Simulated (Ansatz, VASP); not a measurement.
# One calculation of KTaO3, two programs

File POSCAR:

```
KTaO3
1.0
    3.9901311030      0.0000000000      0.0000000000
    0.0000000000      3.9901311030      0.0000000000
    0.0000000000      0.0000000000      4.0699337251
K Ta O
1 1 3
Direct
    0.0000000000      0.0000000000      0.0000000000
    0.5000000000      0.5000000000      0.5000000000
    0.5000000000      0.5000000000      0.0000000000
    0.5000000000      0.0000000000      0.5000000000
    0.0000000000      0.5000000000      0.5000000000
```

The input INCAR.step1:

```
SYSTEM = KTaO3
ALGO     = Normal         ! electronic algorithm
EDIFF    = 1E-4           ! SCF threshold, eV
ENCUT    = 520            ! plane-wave cutoff, eV
GGA      = PE             ! functional
ISMEAR   = 0              ! smearing method
LASPH    = .True.         ! aspherical terms in the spheres
LCHARG   = .False.        ! write CHGCAR
LREAL    = .False.        ! projectors in reciprocal space
LWAVE    = .True.         ! write WAVECAR
NBANDS   = 27             ! bands
NELM     = 100            ! most SCF steps
PREC     = Accurate       ! precision mode
SIGMA    = 0.01           ! smearing width, eV
```

File INCAR.step2:

```
SYSTEM = KTaO3
ALGO     = Normal         ! electronic algorithm
EDIFF    = 1E-6           ! SCF threshold, eV
ENCUT    = 520            ! plane-wave cutoff, eV
ISIF     = 2              ! what is computed and relaxed
ISMEAR   = 0              ! smearing method
ISTART   = 1            
LASPH    = .True.         ! aspherical terms in the spheres
LCHARG   = .False.        ! write CHGCAR
LMIXTAU  = .True.       
LREAL    = .False.        ! projectors in reciprocal space
LWAVE    = .False.        ! write WAVECAR
METAGGA  = R2SCAN         ! meta-GGA
NBANDS   = 27             ! bands
NELM     = 100            ! most SCF steps
PREC     = Accurate       ! precision mode
SIGMA    = 0.01           ! smearing width, eV
```

KPOINTS

```
k-points
0
Gamma
  6 6 6
  0 0 0
```

Input for Ansatz:

```yaml
crystal:
  lattice:
    - [3.990131103, 0.0, 0.0]
    - [0.0, 3.990131103, 0.0]
    - [0.0, 0.0, 4.0699337251]
  atoms:
    - { symbol: K, position: [0.0, 0.0, 0.0] }
    - { symbol: Ta, position: [0.5, 0.5, 0.5] }
    - { symbol: O, position: [0.5, 0.5, 0.0] }
    - { symbol: O, position: [0.5, 0.0, 0.5] }
    - { symbol: O, position: [0.0, 0.5, 0.5] }
kpoints:
  mp_grid: { grid: [6, 6, 6] }
  band_path:
    path: [[0.0, 0.0, 0.0], [0.0, 0.5, 0.0], [0.5, 0.5, 0.0], [0.5, 0.5, 0.5]]
    npoints: 1
hamiltonian:
  xc: r2scan
scf:
  occupations: { method: fixed }
  n_extra_bands: 5
output:
  forces: true
  stress: true
  eigenvalues: true
```

Change from the starting cell: uniaxial_z strain +2.0%.

Alike in both runs: task single point; functional r2SCAN; k mesh 6 × 6 × 6; no spin polarisation.

|  | VASP | Ansatz |
| --- | --- | --- |
| version | VASP 6.6.1 | Ansatz 0.2.0 |
| potentials or method | VASP PAW PBE potentials, release 64 (K_sv, Ta_pv, O) | plane waves, PAW |
| plane-wave cutoff (eV) | 520 | 500 |
| occupations | gaussian, width 0.01 eV | fixed |
| valence electrons in the cell | 38 | 40 |

|  | VASP | Ansatz | Ansatz less VASP |
| --- | --- | --- | --- |
| gap on the k mesh at the Fermi level (eV) | 2.52 | 2.55 | +0.029 |
| pressure (GPa) | -3.0 | -3.8 | -0.83 |
| traceless stress, the component that is largest in VASP (GPa) | -4.56 | -4.49 | +0.072 |

VASP's potentials were made for PBE, not for r2SCAN. VASP's potentials hold 38 valence electrons a cell and Ansatz's 40, so a difference there can come from the potentials and not from the codes.

Neither program's run includes spin-orbit coupling.
